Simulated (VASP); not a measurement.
Crystal: Hf.

```xyz
1
Lattice="0.0000 2.2367 2.2367 2.2367 0.0000 2.2367 2.2367 2.2367 0.0000" Properties=species:S:1:pos:R:3 pbc="T T T"
Hf    0.0000    0.0000    0.0000
```

```yaml
Program: VASP 6.6.1
Task: relaxation of cell and atoms
Functional: RPBE
Potentials_or_basis: VASP PAW PBE potentials, release 64 (Hf_pv)
Cutoff: 600 eV
k_mesh: 12 × 12 × 12
Occupations: fermi-dirac, width 0.1 eV
Spin: no spin polarisation
```

At the start: pressure 3.3 GPa; volume 22.38 Å³/atom.

Problem. Where does the relaxation end?

Solution. Over 3 steps the energy falls by 7.5 meV/atom and the volume is 23.12 Å³/atom (+3.3 %); space group Fm-3m (No. 225, to 0.05 Å).

The path:
```tsv
step	energy change (eV)	largest force (eV/Å)	pressure (GPa)	volume (Å³)
1	0.0000	0.0000	3.33	22.38
2	0.0005	0.0000	-3.11	23.92
3	-0.0075	0.0000	0.00	23.12
```

Final structure:
```yaml
crystal:
  lattice:
    - [0.00000, 2.26124, 2.26124]
    - [2.26124, 0.00000, 2.26124]
    - [2.26124, 2.26124, 0.00000]
  atoms:
    - { symbol: Hf, position: [0.00000, 0.00000, 0.00000] }
```

Caveat: the PAW data sets were made with another functional, which shifts forces and pressure a little.
